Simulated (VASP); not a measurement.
# C (P1) in VASP: single point with LDA

Aim: the single point of C with LDA.

All numbers are computed with VASP 6.6.1; they aren't measurements. Logs are shortened: lines on timing, memory, paths and dates and some standing lists are left out, and cuts for length are marked.

## Step 1: The cell of the first run

The typed cell holds 8 atoms: a = 4.423 Å, b = 4.350 Å, c = 4.404 Å, α = 68.20°, β = 68.22°, γ = 66.41°.

## Step 2: Single point, LDA (atoms moved at random and the cell strained at random)

Input file INCAR:

```
SYSTEM = C
PREC = Accurate
ENCUT = 520
EDIFF = 1E-7
ISMEAR = 0
SIGMA = 0.05
LREAL = .False.
LASPH = .True.
NELM = 60
ALGO = Normal
ISIF = 2
LWAVE = .False.
LCHARG = .False.
NBANDS = 26
```

Input file KPOINTS:

```
Automatic mesh
0
Gamma
  6 6 6
  0 0 0
```

Input file POSCAR:

```
C
1.0
    2.4830017754     -1.3779519846      3.3906407555
    0.0598316049      2.7707865338      3.3530412185
   -2.4664320232     -1.4374730201      3.3532649660
C
8
Direct
    0.1638247902      0.1697707572      0.1636062327
    0.6719894424      0.1665721256      0.6660659803
    0.1632666366      0.6632644852      0.6745854009
    0.6545913299      0.6665716341      0.1609991380
    0.8421594093      0.8288352187      0.8263845032
    0.3414994450      0.8300210111      0.3278941415
    0.8367650495      0.3294890224      0.3344979354
    0.3259038971      0.3454757457      0.8459666680
```

Potentials or basis: VASP PAW LDA potentials, release 64 (C).

On the command line:

```
$ cat potpaw_LDA.64/C/POTCAR > POTCAR
$ mpirun -np 1 vasp_std > vasp.out
```

OUTCAR:

```text
SYSTEM = C
   PREC = Accurate
   ENCUT = 520
   EDIFF = 1E-7
   ISMEAR = 0
   LREAL = .False.
   LASPH = .True.
   NELM = 60
   ISIF = 2

 ion  position               nearest neighbor table
   1  0.164  0.170  0.164-   7 1.38   8 1.40   6 1.42
   2  0.672  0.167  0.666-   5 1.40   7 1.42   8 1.48
   3  0.163  0.663  0.675-   5 1.35   8 1.35   6 1.49
   4  0.655  0.667  0.161-   6 1.34   7 1.44   5 1.47
   5  0.842  0.829  0.826-   3 1.35   2 1.40   4 1.47
   6  0.341  0.830  0.328-   4 1.34   1 1.42   3 1.49
   7  0.837  0.329  0.334-   1 1.38   2 1.42   4 1.44
   8  0.326  0.345  0.846-   3 1.35   1 1.40   2 1.48

  LATTYP: Found a triclinic cell.
 ALAT       =     4.4227247508
 B/A-ratio  =     1.8419945860
 C/A-ratio  =     2.5131383785
 COS(alpha) =     0.0032039824
 COS(beta)  =     0.4602555854
 COS(gamma) =     0.8720842659

  Lattice vectors:

 A1 = (  -2.4830017754,   1.3779519846,  -3.3906407555)
 A2 = (  -4.9061719459,   5.5266905030,  -3.4282402925)
 A3 = (   2.3467688134,  -4.1041000475, -10.0593474030)

Analysis of symmetry for initial positions (statically):
=====================================================================
 Subroutine PRICEL returns:
 Original cell was already a primitive cell.

 Routine SETGRP: Setting up the symmetry group for a
 triclinic supercell.

 Subroutine GETGRP returns: Found  1 space group operations
 (whereof  1 operations were pure point group operations)
 out of a pool of  2 trial point group operations.

The static configuration has the point symmetry C_1 .

Analysis of symmetry for dynamics (positions and initial velocities):
=====================================================================
 Subroutine PRICEL returns:
 Original cell was already a primitive cell.

 Routine SETGRP: Setting up the symmetry group for a
 triclinic supercell.

 Subroutine GETGRP returns: Found  1 space group operations
 (whereof  1 operations were pure point group operations)
 out of a pool of  2 trial point group operations.

The dynamic configuration has the point symmetry C_1 .

 Subroutine INISYM returns: Found  1 space group operations
 (whereof  1 operations are pure point group operations),
 and found     1 'primitive' translations

----------------------------------------------------------------------------------------

                                     Primitive cell

  volume of cell :      69.5899

  direct lattice vectors                    reciprocal lattice vectors
     2.483001775 -1.377951985  3.390640756     0.202774878 -0.121722792  0.096967352
     0.059831605  2.770786534  3.353041219    -0.003640132  0.239818463  0.100127617
    -2.466432023 -1.437473020  3.353264966    -0.201395136 -0.116722935  0.100047721

  length of vectors
     4.422724751  4.350140601  4.403862116     0.255610557  0.259907071  0.253364936

  position of ions in fractional coordinates (direct lattice)
     0.163824790  0.169770757  0.163606233
     0.671989442  0.166572126  0.666065980
     0.163266637  0.663264485  0.674585401
     0.654591330  0.666571634  0.160999138
     0.842159409  0.828835219  0.826384503
     0.341499445  0.830021011  0.327894142
     0.836765050  0.329489022  0.334497935
     0.325903897  0.345475746  0.845966668

  ion indices of the primitive-cell ions
   primitive index   ion index
                 1           1
                 2           2
                 3           3
                 4           4
                 5           5
                 6           6
                 7           7
                 8           8

----------------------------------------------------------------------------------------

 KPOINTS: Automatic mesh

Automatic generation of k-mesh.
 Grid dimensions read from file:
 generate k-points for:    6    6    6

 Generating k-lattice:

  Cartesian coordinates                     Fractional coordinates (reciprocal lattice)
     0.033795813 -0.020287132  0.016161225     0.166666667  0.000000000  0.000000000
    -0.000606689  0.039969744  0.016687936    -0.000000000  0.166666667 -0.000000000
    -0.033565856 -0.019453823  0.016674620    -0.000000000 -0.000000000  0.166666667

  Length of vectors
     0.042601759  0.043317845  0.042227489

  Shift w.r.t. Gamma in fractional coordinates (k-lattice)
     0.000000000  0.000000000  0.000000000

 Subroutine IBZKPT returns following result:
 ===========================================

 Found    112 irreducible k-points:

 Following reciprocal coordinates:
            Coordinates               Weight
  0.000000  0.000000  0.000000      1.000000
  0.166667  0.000000  0.000000      2.000000
  0.333333  0.000000  0.000000      2.000000
  0.500000 -0.000000  0.000000      1.000000
 -0.000000  0.166667 -0.000000      2.000000
  0.166667  0.166667  0.000000      2.000000
[... 16 lines left out ...]
  0.333333  0.000000  0.166667      2.000000
  0.500000  0.000000  0.166667      2.000000
 [... further k-points ...]
   k-points           NKPTS =    112   k-points in BZ     NKDIM =    112   number of bands    NBANDS=     26
   number of dos      NEDOS =    301   number of ions     NIONS =      8
   total plane-waves  NPLWV =  41472
   dimension x,y,z NGX =    36 NGY =   32 NGZ =   36
   dimension x,y,z NGXF=    72 NGYF=   64 NGZF=   72
   ions per type =               8
   NGX,Y,Z   is equivalent  to a cutoff of  13.53, 12.23, 13.59 a.u.
   NGXF,Y,Z  is equivalent  to a cutoff of  27.06, 24.46, 27.18 a.u.
 SYSTEM =  C
   PREC   = accura    normal or accurate (medium, high low for compatibility)
   ISTART =      0    job   : 0-new  1-cont  2-samecut
   ICHARG =      2    charge: 1-file 2-atom 10-const
   ISPIN  =      1    spin polarized calculation?
   LNONCOLLINEAR =      F non collinear calculations
   LSORBIT =      F    spin-orbit coupling
   LASPH  =      T    aspherical Exc in radial PAW
   ENCUT  =  520.0 eV  38.22 Ry    6.18 a.u.   8.22  8.09  8.19*2*pi/ulx,y,z
   NELM   =     60;   NELMIN=  2; NELMDL= -5     # of ELM steps
   EDIFF  = 0.1E-06   stopping-criterion for ELM
   LREAL  =      F    real-space projection
   EDIFFG = 0.1E-05   stopping-criterion for IOM
   NSW    =      0    number of steps for IOM
   IBRION =     -1    ionic relax: 0-MD 1-quasi-New 2-CG
   NFREE  =      0    steps in history (QN), initial steepest desc. (CG)
   ISIF   =      2    stress and relaxation
   ISYM   =      2    0-nonsym 1-usesym 2-fastsym
   POTIM  = 0.5000    time-step for ionic-motion
   TEBEG  =    0.0;   TEEND  =   0.0 temperature during run
   PSTRESS=    0.0 pullay stress
   NELECT =      32.0000    total number of electrons
   NUPDOWN=      -1.0000    fix difference up-down
   EMIN   =  10.00;   EMAX   =-10.00  energy-range for DOS
   EFERMI =   0.00;   METHOD = LEGACY
   ISMEAR =     0;   SIGMA  =   0.05  broadening in eV -4-tet -1-fermi 0-gaus
   EFERMI_NEDOS =   21; number of points for ismear=-14 and -15
   IALGO  =     38    algorithm
   IMIX   =      4    mixing-type and parameters
     AMIX     =   0.40;   BMIX     =  1.00
     AMIX_MAG =   1.60;   BMIX_MAG =  1.00
  volume/ion in A,a.u.               =       8.70        58.70
  Fermi-wavevector in a.u.,A,eV,Ry     =   1.263599  2.387856 21.724194  1.596683
  Thomas-Fermi vector in A             =   2.396948
   LORBIT       =      0    0 simple, 1 ext, 2 COOP (PROOUT), +10 PAW based schemes
   GGA     = CA    functional components
   LHFCALC =     F    Hartree Fock is set to
   AEXX    =    0.0000 exact exchange contribution
   IVDW    =     0    specifies the selected vdW correction
   LEPSILON=     F    determine dielectric tensor
   LRPA    =     F    only Hartree local field effects (RPA)
 non-spin polarized calculation
 Gauss-broadening in eV      SIGMA  =   0.05
  energy-cutoff  :      520.00
  volume of cell :       69.59
 maximum number of plane-waves:      1889
 NGX is ok and might be reduce to    36
   NGX = 17   NGY = 17   NGZ = 17

 number of electron      32.0000000 magnetization

 Free energy of the ion-electron system (eV)
  ---------------------------------------------------
  ext. energy  EPLUGINS =         0.00000000
  ---------------------------------------------------
  free energy    TOTEN  =       -80.32364517 eV

  energy without entropy =      -80.32364388  energy(sigma->0) =      -80.32364453

 E-fermi :   4.7073     XC(G=0): -10.7857

 val. band max:        4.5848385645   @ k =  -0.1667   0.1667   0.5000
 cond. band min:       4.8298449582   @ k =  -0.1667   0.1667   0.5000
 fundamental gap:      0.2450063937
 Fermi energy:         4.7073416843

 k-point     1 :       0.0000    0.0000    0.0000
  band No.  band energies     occupation
      1     -14.9742      2.00000
      2      -9.8949      2.00000
      3      -9.3679      2.00000
      4      -9.1610      2.00000
      5      -8.5384      2.00000
      6      -8.4579      2.00000
[... 18 lines left out ...]
     25      14.1304      0.00000
     26      16.2446      0.00000

 k-point     2 :       0.1667    0.0000    0.0000
  band No.  band energies     occupation
      1     -14.7993      2.00000
      2     -10.7910      2.00000
      3     -10.0650      2.00000
      4      -9.6884      2.00000
      5      -7.8504      2.00000
      6      -7.6622      2.00000
[... 18 lines left out ...]
     25      14.3622      0.00000
     26      15.5692      0.00000

 k-point     3 :       0.3333    0.0000    0.0000
  band No.  band energies     occupation
      1     -14.2808      2.00000
      2     -12.2249      2.00000
      3     -10.3910      2.00000
      4     -10.1666      2.00000
      5      -6.7440      2.00000
      6      -6.3992      2.00000
[... 572 lines left out ...]
 k-point    23 :       0.3333    0.0000    0.1667
  band No.  band energies     occupation
      1     -14.3925      2.00000
      2     -11.5474      2.00000
      3     -11.2239      2.00000
      4      -9.3408      2.00000
      5      -7.9934      2.00000
      6      -5.7550      2.00000
[... 18 lines left out ...]
     25      14.3821      0.00000
     26      14.7178      0.00000

 k-point    24 :       0.5000    0.0000    0.1667
  band No.  band energies     occupation
      1     -13.6951      2.00000
      2     -12.8065      2.00000
      3     -11.6115      2.00000
      4      -9.1254      2.00000
      5      -7.1447      2.00000
      6      -4.9776      2.00000
[... 18 lines left out ...]
     25      14.5111      0.00000
     26      15.1925      0.00000

 [... further k-points ...]

------------------------ aborting loop because EDIFF is reached ----------------------------------------

  FORCE on cell =-STRESS in cart. coord.  units (eV):
  Direction    XX          YY          ZZ          XY          YZ          ZX
  --------------------------------------------------------------------------------------
  -------------------------------------------------------------------------------------
  Total       -2.0627284      6.8411106     -0.3561245     -5.8783024     -0.1042875     -0.0177294
  in kB      -47.4904506    157.5037340     -8.1990980   -135.3368806     -2.4010242     -0.4081869
  external PRESSURE =      33.9380618 kB  Pullay stress =       0.0000000 kB

 VOLUME and BASIS-vectors are now :
 -----------------------------------------------------------------------------
  energy-cutoff  :      520.00
  volume of cell :       69.59
      direct lattice vectors                 reciprocal lattice vectors
     2.483001775 -1.377951985  3.390640756     0.202774878 -0.121722792  0.096967352
     0.059831605  2.770786534  3.353041219    -0.003640132  0.239818463  0.100127617
    -2.466432023 -1.437473020  3.353264966    -0.201395136 -0.116722935  0.100047721

 POSITION                                       TOTAL-FORCE (eV/Angst)
 -----------------------------------------------------------------------------------
      0.01341      0.00948      1.67333        -0.080127     -1.358255      0.452152
      0.03571     -1.42189      5.07049        -1.058327      0.802538      0.077914
     -1.21874      0.64309      5.03960         3.359018      1.389254      0.179776
      1.26814      0.71350      4.99440         2.866353     -2.099449      0.894291
      0.10245     -0.05184      8.40566        -3.527290      1.482876     -0.226792
      0.08888      1.35790      5.04051        -3.152177      1.185185     -0.242541
      1.27239     -0.72091      5.06362        -1.183767      1.382554     -0.356644
     -1.25663     -0.70789      5.10017         2.776316     -2.784703     -0.778157
 -----------------------------------------------------------------------------------
    total drift:                                0.000081      0.000028     -0.000144

  FREE ENERGIE OF THE ION-ELECTRON SYSTEM (eV)
  ---------------------------------------------------
  free  energy   TOTEN  =       -80.3236451724 eV

  energy  without entropy=      -80.3236438811  energy(sigma->0) =      -80.32364453
```

Wall time 66 s (1 thread of Intel Xeon 6975P-C (Granite Rapids), shared host); peak memory 0.24 GiB.

Results:

| Quantity | Value |
| --- | --- |
| Free energy | -80.3236 eV |
| Pressure | 3.4 GPa |
| Largest force | 4.008 eV/Å |

Forces in eV/Å, atoms in the order of the input:
```
C   -0.080 -1.358  0.452
C   -1.058  0.803  0.078
C    3.359  1.389  0.180
C    2.866 -2.099  0.894
C   -3.527  1.483 -0.227
C   -3.152  1.185 -0.243
C   -1.184  1.383 -0.357
C    2.776 -2.785 -0.778
```

Caveat: the cell differs from its parent crystal (atoms moved at random and the cell strained at random); the cell stands under pressure; forces of over 1 eV/Å act on the atoms, so gaps and moduli don't describe the material at rest.
